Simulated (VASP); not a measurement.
# Ag (Cmcm) in VASP: further runs

The runs below take Ag through single point, with r2SCAN.

All numbers are computed with VASP 6.6.1; they aren't measurements. Logs are shortened: lines on timing, memory, paths and dates and some standing lists are left out, and cuts for length are marked.

### Step 1. The cell of the first run

The structure is orthorhombic, space group Cmcm (No. 63). The conventional cell has a = 2.930 Å, b = 4.923 Å, c = 4.790 Å, α = 90.00°, β = 90.00°, γ = 90.00°. Ag (site symmetry m2m) has 12 Ag at 2.86 to 2.93 Å within 3.8 Å.

### Step 2. Single point, r2SCAN (strain -0.0300 x Voigt [0, 1, 0, 0, 0, 0])

Input file POSCAR:

```
Ag
1.0
    2.9299980804      0.0000000000      0.0000000000
   -1.4649990402      2.4613291876      0.0000000000
    0.0000000000      0.0000000000      4.7900000000
Ag
2
Direct
    0.3333333333      0.6666666667      0.2500000000
    0.6666666667      0.3333333333      0.7500000000
```

Input file INCAR.step1:

```
ALGO = Normal ; EDIFF = 1E-4
ENCUT = 520 ; GGA = PE
ISMEAR = 0 ; LASPH = True
LCHARG = False ; LREAL = False
LWAVE = True ; NBANDS = 18
NELM = 60 ; PREC = Accurate
SIGMA = 0.15
```

Input file INCAR.step2:

```
ALGO = Normal ; EDIFF = 1E-7
ENCUT = 520 ; ISIF = 2
ISMEAR = 0 ; ISTART = 1
LASPH = True ; LCHARG = False
LMIXTAU = True ; LREAL = False
LWAVE = False ; METAGGA = R2SCAN
NBANDS = 18 ; NELM = 60
PREC = Accurate ; SIGMA = 0.15
```

Input file KPOINTS:

```
k-points
0
Gamma
  18 18 10
```

Potentials or basis: VASP PAW PBE potentials, release 64 (Ag).

Launch:

```
$ cat potpaw_PBE.64/Ag/POTCAR > POTCAR
$ cp INCAR.step1 INCAR
$ mpirun -np 1 vasp_std > vasp.out
$ cp INCAR.step2 INCAR
$ mpirun -np 1 vasp_std > vasp.out
```

OUTCAR:

```text
EDIFF = 1E-7
   ENCUT = 520
   ISIF = 2
   ISMEAR = 0
   ISTART = 1
   LASPH = True
   LREAL = False
   METAGGA = R2SCAN
   NELM = 60
   PREC = Accurate

 ion  position               nearest neighbor table
   1  0.333  0.667  0.250-   2 2.90   2 2.90   2 2.92   2 2.92   2 2.92   2 2.92
   2  0.667  0.333  0.750-   1 2.90   1 2.90   1 2.92   1 2.92   1 2.92   1 2.92

  Warning from LATTYP: Monoclinic adjustment (A1->A3, A2->A1, A3->A2)!
  LATTYP: Found a base centered orthorhombic cell.
 ALAT       =     2.9299980804
 B/A-ratio  =     1.6800892834
 C/A-ratio  =     1.6348133577

  Lattice vectors:

 A1 = (   1.4649990402,  -2.4613291876,   0.0000000000)
 A2 = (   1.4649990402,   2.4613291876,   0.0000000000)
 A3 = (   0.0000000000,   0.0000000000,   4.7900000000)

Analysis of symmetry for initial positions (statically):
=====================================================================
 Subroutine PRICEL returns:
 Original cell was already a primitive cell.

 Routine SETGRP: Setting up the symmetry group for a
 base centered orthorhombic supercell.

 Subroutine GETGRP returns: Found  8 space group operations
 (whereof  4 operations were pure point group operations)
 out of a pool of  8 trial point group operations.

The static configuration has the point symmetry C_2h.
 The point group associated with its full space group is D_2h.

Analysis of symmetry for dynamics (positions and initial velocities):
=====================================================================
 Subroutine PRICEL returns:
 Original cell was already a primitive cell.

 Routine SETGRP: Setting up the symmetry group for a
 base centered orthorhombic supercell.

 Subroutine GETGRP returns: Found  8 space group operations
 (whereof  4 operations were pure point group operations)
 out of a pool of  8 trial point group operations.

The dynamic configuration has the point symmetry C_2h.
 The point group associated with its full space group is D_2h.

 Subroutine INISYM returns: Found  8 space group operations
 (whereof  4 operations are pure point group operations),
 and found     1 'primitive' translations

----------------------------------------------------------------------------------------

                                     Primitive cell

  volume of cell :      34.5440

  direct lattice vectors                    reciprocal lattice vectors
     2.929998080  0.000000000  0.000000000     0.341297152  0.203142271  0.000000000
    -1.464999040  2.461329188  0.000000000     0.000000000  0.406284541  0.000000000
     0.000000000  0.000000000  4.790000000     0.000000000  0.000000000  0.208768267

  length of vectors
     2.929998080  2.864326022  4.790000000     0.397178207  0.406284541  0.208768267

  position of ions in fractional coordinates (direct lattice)
     0.333333333  0.666666667  0.250000000
     0.666666667  0.333333333  0.750000000

  ion indices of the primitive-cell ions
   primitive index   ion index
                 1           1
                 2           2

----------------------------------------------------------------------------------------

 KPOINTS: k-points

Automatic generation of k-mesh.
 Grid dimensions read from file:
 generate k-points for:   18   18   10

 Generating k-lattice:

  Cartesian coordinates                     Fractional coordinates (reciprocal lattice)
     0.018960953  0.011285682  0.000000000     0.055555556  0.000000000  0.000000000
     0.000000000  0.022571363  0.000000000     0.000000000  0.055555556  0.000000000
     0.000000000  0.000000000  0.020876827     0.000000000  0.000000000  0.100000000

  Length of vectors
     0.022065456  0.022571363  0.020876827

  Shift w.r.t. Gamma in fractional coordinates (k-lattice)
     0.000000000  0.000000000  0.000000000

 Subroutine IBZKPT returns following result:
 ===========================================

 Found    546 irreducible k-points:

 Following reciprocal coordinates:
            Coordinates               Weight
  0.000000  0.000000  0.000000      1.000000
  0.055556 -0.000000  0.000000      4.000000
  0.111111 -0.000000  0.000000      4.000000
  0.166667  0.000000  0.000000      4.000000
  0.222222  0.000000  0.000000      4.000000
  0.277778  0.000000  0.000000      4.000000
[... 16 lines left out ...]
 -0.333333  0.055556  0.000000      4.000000
 -0.277778  0.055556  0.000000      4.000000
 [... further k-points ...]
   k-points           NKPTS =    546   k-points in BZ     NKDIM =    546   number of bands    NBANDS=     18
   number of dos      NEDOS =    301   number of ions     NIONS =      2
   total plane-waves  NPLWV =  20736
   dimension x,y,z NGX =    24 NGY =   24 NGZ =   36
   dimension x,y,z NGXF=    48 NGYF=   48 NGZF=   72
   ions per type =               2
   NGX,Y,Z   is equivalent  to a cutoff of  13.62, 13.93, 12.49 a.u.
   NGXF,Y,Z  is equivalent  to a cutoff of  27.23, 27.86, 24.99 a.u.
 SYSTEM =  unknown system
   PREC   = accura    normal or accurate (medium, high low for compatibility)
   ISTART =      1    job   : 0-new  1-cont  2-samecut
   ICHARG =      0    charge: 1-file 2-atom 10-const
   ISPIN  =      1    spin polarized calculation?
   LNONCOLLINEAR =      F non collinear calculations
   LSORBIT =      F    spin-orbit coupling
   LASPH  =      T    aspherical Exc in radial PAW
   ENCUT  =  520.0 eV  38.22 Ry    6.18 a.u.   5.45  5.33  8.91*2*pi/ulx,y,z
   NELM   =     60;   NELMIN=  2; NELMDL=  0     # of ELM steps
   EDIFF  = 0.1E-06   stopping-criterion for ELM
   LREAL  =      F    real-space projection
   EDIFFG = 0.1E-05   stopping-criterion for IOM
   NSW    =      0    number of steps for IOM
   IBRION =     -1    ionic relax: 0-MD 1-quasi-New 2-CG
   NFREE  =      0    steps in history (QN), initial steepest desc. (CG)
   ISIF   =      2    stress and relaxation
   ISYM   =      2    0-nonsym 1-usesym 2-fastsym
   POTIM  = 0.5000    time-step for ionic-motion
   TEBEG  =    0.0;   TEEND  =   0.0 temperature during run
   PSTRESS=    0.0 pullay stress
   NELECT =      22.0000    total number of electrons
   NUPDOWN=      -1.0000    fix difference up-down
   EMIN   =  10.00;   EMAX   =-10.00  energy-range for DOS
   EFERMI =   0.00;   METHOD = LEGACY
   ISMEAR =     0;   SIGMA  =   0.15  broadening in eV -4-tet -1-fermi 0-gaus
   EFERMI_NEDOS =   21; number of points for ismear=-14 and -15
   IALGO  =     38    algorithm
   IMIX   =      4    mixing-type and parameters
     AMIX     =   0.40;   BMIX     =  1.00
     AMIX_MAG =   1.60;   BMIX_MAG =  1.00
  volume/ion in A,a.u.               =      17.27       116.56
  Fermi-wavevector in a.u.,A,eV,Ry     =   1.408504  2.661687 26.992389  1.983885
  Thomas-Fermi vector in A             =   2.530655
   LORBIT       =      0    0 simple, 1 ext, 2 COOP (PROOUT), +10 PAW based schemes
   METAGGA = R2SCAN    functional components
   LHFCALC =     F    Hartree Fock is set to
   AEXX    =    0.0000 exact exchange contribution
   IVDW    =     0    specifies the selected vdW correction
   LEPSILON=     F    determine dielectric tensor
   LRPA    =     F    only Hartree local field effects (RPA)
 non-spin polarized calculation
 Gauss-broadening in eV      SIGMA  =   0.15
  energy-cutoff  :      520.00
  volume of cell :       34.54
 maximum number of plane-waves:       953
 NGX is ok and might be reduce to    24
   NGX = 11   NGY = 11   NGZ = 17

 number of electron      21.9999999 magnetization

 Free energy of the ion-electron system (eV)
  ---------------------------------------------------
  ext. energy  EPLUGINS =         0.00000000
  ---------------------------------------------------
  free energy    TOTEN  =       -42.70371660 eV

  energy without entropy =      -42.69659330  energy(sigma->0) =      -42.70015495

 E-fermi :   8.2584     XC(G=0): -12.8752

 val. band max:        8.2524961358   @ k =   0.4444   0.0556   0.2000
 cond. band min:       8.2728673684   @ k =   0.3333   0.1667   0.3000
 fundamental gap:      0.0203712326
 Fermi energy:         8.2583644474

 k-point     1 :       0.0000    0.0000    0.0000
  band No.  band energies     occupation
      1       0.3952      2.00000
      2       1.5922      2.00000
      3       3.0865      2.00000
      4       3.1063      2.00000
      5       3.3430      2.00000
      6       3.3865      2.00000
[... 10 lines left out ...]
     17      27.0281      0.00000
     18      27.7930      0.00000

 k-point     2 :       0.0556   -0.0000    0.0000
  band No.  band energies     occupation
      1       0.4829      2.00000
      2       1.6429      2.00000
      3       3.0123      2.00000
      4       3.1902      2.00000
      5       3.3426      2.00000
      6       3.4197      2.00000
[... 10 lines left out ...]
     17      26.9285      0.00000
     18      27.5135      0.00000

 k-point     3 :       0.1111   -0.0000    0.0000
  band No.  band energies     occupation
      1       0.7374      2.00000
      2       1.7796      2.00000
      3       2.9216      2.00000
      4       3.2659      2.00000
      5       3.3785      2.00000
      6       3.5272      2.00000
[... 10 lines left out ...]
     17      26.5116      0.00000
     18      27.9315      0.00000

 k-point     4 :       0.1667    0.0000    0.0000
  band No.  band energies     occupation
      1       1.1261      2.00000
      2       1.9468      2.00000
      3       2.8521      2.00000
      4       3.2356      2.00000
      5       3.4099      2.00000
      6       3.5678      2.00000
[... 10 lines left out ...]
     17      26.3437      0.00000
     18      26.8673      0.00000

 k-point     5 :       0.2222    0.0000    0.0000
  band No.  band energies     occupation
      1       1.5618      2.00000
      2       2.0367      2.00000
      3       2.9052      2.00000
      4       3.0490      2.00000
      5       3.2191      2.00000
      6       3.5968      2.00000
[... 10 lines left out ...]
     17      25.1797      0.00000
     18      26.8106      0.00000

 k-point     6 :       0.2778    0.0000    0.0000
  band No.  band energies     occupation
      1       1.8519      2.00000
      2       2.0193      2.00000
      3       2.6975      2.00000
      4       3.1590      2.00000
      5       3.2895      2.00000
      6       3.4855      2.00000
[... 10 lines left out ...]
     17      23.8468      0.00000
     18      26.2191      0.00000

 k-point     7 :       0.3333    0.0000    0.0000
  band No.  band energies     occupation
      1       1.8215      2.00000
      2       2.0482      2.00000
      3       2.4028      2.00000
      4       3.3825      2.00000
      5       3.3857      2.00000
      6       3.5788      2.00000
[... 10 lines left out ...]
     17      21.9146      0.00000
     18      25.7984      0.00000

 k-point     8 :       0.3889    0.0000    0.0000
  band No.  band energies     occupation
      1       1.7170      2.00000
      2       2.0371      2.00000
      3       2.1843      2.00000
      4       3.3070      2.00000
      5       3.5121      2.00000
      6       3.5387      2.00000
[... 10 lines left out ...]
     17      20.4344      0.00000
     18      25.3369      0.00000
[... 229 lines left out ...]
     17      19.3373      0.00000
     18      24.7304      0.00000

 k-point    20 :       0.5000    0.0556    0.0000
  band No.  band energies     occupation
      1       1.6684      2.00000
      2       2.0254      2.00000
      3       2.0443      2.00000
      4       3.2390      2.00000
      5       3.4569      2.00000
      6       3.6280      2.00000
[... 10 lines left out ...]
     17      19.3109      0.00000
     18      24.7139      0.00000

 k-point    21 :      -0.4444    0.0556    0.0000
  band No.  band energies     occupation
      1       1.7215      2.00000
      2       2.0668      2.00000
      3       2.1166      2.00000
      4       3.2776      2.00000
      5       3.4892      2.00000
      6       3.5681      2.00000
[... 10 lines left out ...]
     17      19.8937      0.00000
     18      24.8894      0.00000

 k-point    22 :      -0.3889    0.0556    0.0000
  band No.  band energies     occupation
      1       1.8171      2.00000
      2       2.0914      2.00000
      3       2.2929      2.00000
      4       3.3322      2.00000
      5       3.4567      2.00000
      6       3.5695      2.00000
[... 10 lines left out ...]
     17      21.1799      0.00000
     18      25.2464      0.00000

 k-point    23 :      -0.3333    0.0556    0.0000
  band No.  band energies     occupation
      1       1.9184      2.00000
      2       2.0705      2.00000
      3       2.5483      2.00000
      4       3.2508      2.00000
      5       3.3563      2.00000
      6       3.4032      2.00000
[... 10 lines left out ...]
     17      22.9817      0.00000
     18      25.7573      0.00000

 k-point    24 :      -0.2778    0.0556    0.0000
  band No.  band energies     occupation
      1       1.7953      2.00000
      2       2.0718      2.00000
      3       2.8708      2.00000
      4       2.9209      2.00000
      5       3.2430      2.00000
      6       3.4902      2.00000
[... 10 lines left out ...]
     17      24.8631      0.00000
     18      26.3414      0.00000

 [... further k-points ...]

------------------------ aborting loop because EDIFF is reached ----------------------------------------

  FORCE on cell =-STRESS in cart. coord.  units (eV):
  Direction    XX          YY          ZZ          XY          YZ          ZX
  --------------------------------------------------------------------------------------
  -------------------------------------------------------------------------------------
  Total       -0.0029129      0.4250127     -0.0646148      0.0000000      0.0000000      0.0000000
  in kB       -0.1351021     19.7124218     -2.9968866      0.0000000      0.0000000      0.0000000
  external PRESSURE =       5.5268110 kB  Pullay stress =       0.0000000 kB

 VOLUME and BASIS-vectors are now :
 -----------------------------------------------------------------------------
  energy-cutoff  :      520.00
  volume of cell :       34.54
      direct lattice vectors                 reciprocal lattice vectors
     2.929998080  0.000000000  0.000000000     0.341297152  0.203142271  0.000000000
    -1.464999040  2.461329188  0.000000000     0.000000000  0.406284541  0.000000000
     0.000000000  0.000000000  4.790000000     0.000000000  0.000000000  0.208768267

 POSITION                                       TOTAL-FORCE (eV/Angst)
 -----------------------------------------------------------------------------------
     -0.00000      1.64089      1.19750         0.000000     -0.030710      0.000000
      1.46500      0.82044      3.59250        -0.000000      0.030710     -0.000000
 -----------------------------------------------------------------------------------
    total drift:                               -0.000000      0.000000     -0.000000

  FREE ENERGIE OF THE ION-ELECTRON SYSTEM (eV)
  ---------------------------------------------------
  free  energy   TOTEN  =       -42.7037166008 eV

  energy  without entropy=      -42.6965933050  energy(sigma->0) =      -42.70015495
```

It took 6.3 min on 1 thread of Intel Xeon 6975P-C (Granite Rapids), shared host; peak memory 0.38 GiB.

What came out:

| Item | Value |
| --- | --- |
| Free energy | -42.7037 eV |
| Pressure | 0.6 GPa |
| Largest force | 0.031 eV/Å |
| Band gap on the k mesh | zero (bands 11 and 12 overlap by 7.97 eV) |

Forces on the atoms (eV/Å):
```
Ag   0.000 -0.031  0.000
Ag   0.000  0.031  0.000
```

Stress tensor (GPa, compression positive):
```
-0.01  0.00  0.00
 0.00  1.97  0.00
 0.00  0.00 -0.30
```

Caveat: the cell differs from its parent crystal (strain -0.0300 x Voigt [0, 1, 0, 0, 0, 0]); the PAW data sets were made with another functional, which shifts forces and pressure a little.

### Step 3. Single point, r2SCAN (strain -0.0150 x Voigt [0, 1, 0, 0, 0, 0])

Input file POSCAR:

```
Ag
1.0
    2.9299980804      0.0000000000      0.0000000000
   -1.4649990402      2.4993909791      0.0000000000
    0.0000000000      0.0000000000      4.7900000000
Ag
2
Direct
    0.3333333333      0.6666666667      0.2500000000
    0.6666666667      0.3333333333      0.7500000000
```

Input file INCAR.step1:

```
SYSTEM = Ag
  PREC = Accurate
  ENCUT = 520
  ISMEAR = 0
  SIGMA = 0.15
  LREAL = .FALSE.
  LASPH = .TRUE.
  NELM = 80
  NBANDS = 18
  GGA = PE
  ALGO = Normal
  EDIFF = 1E-4
  LWAVE = .TRUE.
  LCHARG = .FALSE.
```

Input file INCAR.step2:

```
SYSTEM = Ag
  PREC = Accurate
  ENCUT = 520
  EDIFF = 1E-6
  ISMEAR = 0
  SIGMA = 0.15
  LREAL = .FALSE.
  LASPH = .TRUE.
  NELM = 80
  ALGO = Normal
  ISIF = 2
  LWAVE = .FALSE.
  LCHARG = .FALSE.
  METAGGA = R2SCAN
  LMIXTAU = .TRUE.
  NBANDS = 18
  ISTART = 1
```

Input file KPOINTS:

```
Automatic mesh
0
G
  18 18 10
  0 0 0
```

Potentials or basis: VASP PAW PBE potentials, release 64 (Ag).

Launch:

```
$ cat potpaw_PBE.64/Ag/POTCAR > POTCAR
$ cp INCAR.step1 INCAR
$ mpirun -np 1 vasp_std > vasp.out
$ cp INCAR.step2 INCAR
$ mpirun -np 1 vasp_std > vasp.out
```

It took 5.2 min on 1 thread of Intel Xeon 6975P-C (Granite Rapids), shared host; peak memory 0.37 GiB.

The run converged. Its results:

```
Free energy            : -42.7063 eV
Pressure               : -1.0 GPa
Largest force          : 0.014 eV/Å
Band gap on the k mesh : zero (bands 11 and 12 overlap by 7.90 eV)
```

Forces on the atoms (eV/Å):
```
Ag   0.000 -0.014  0.000
Ag   0.000  0.014  0.000
```

Stress tensor (GPa, compression positive):
```
-1.34  0.00  0.00
 0.00 -0.43  0.00
 0.00  0.00 -1.37
```

Levels at points of the mesh, in eV from the Fermi level:
```tsv
k point	band 8	band 9	band 10	band 11	band 12	band 13	band 14	band 15
(0.00, 0.00, 0.00)	-4.37	-4.34	-3.41	-3.39	-0.32	3.42	16.26	17.99
(0.50, 0.00, 0.00)	-3.26	-3.23	-3.13	0.12	1.51	6.96	7.22	9.40
(0.00, 0.50, 0.00)	-3.25	-3.23	-3.10	0.24	1.67	7.12	7.38	9.57
(0.00, 0.00, 0.50)	-4.69	-3.72	-3.72	-3.69	-3.69	11.15	11.15	16.62
(0.50, 0.00, 0.50)	-3.43	-3.18	-3.18	0.85	0.85	4.54	4.54	14.14
(0.00, 0.50, 0.50)	-3.42	-3.15	-3.15	0.98	0.98	4.74	4.74	13.73
```

Caveat: the cell differs from its parent crystal (strain -0.0150 x Voigt [0, 1, 0, 0, 0, 0]); the PAW data sets were made with another functional, which shifts forces and pressure a little.

The gap in the log of VASP goes by the Fermi energy; the results here count the filled bands.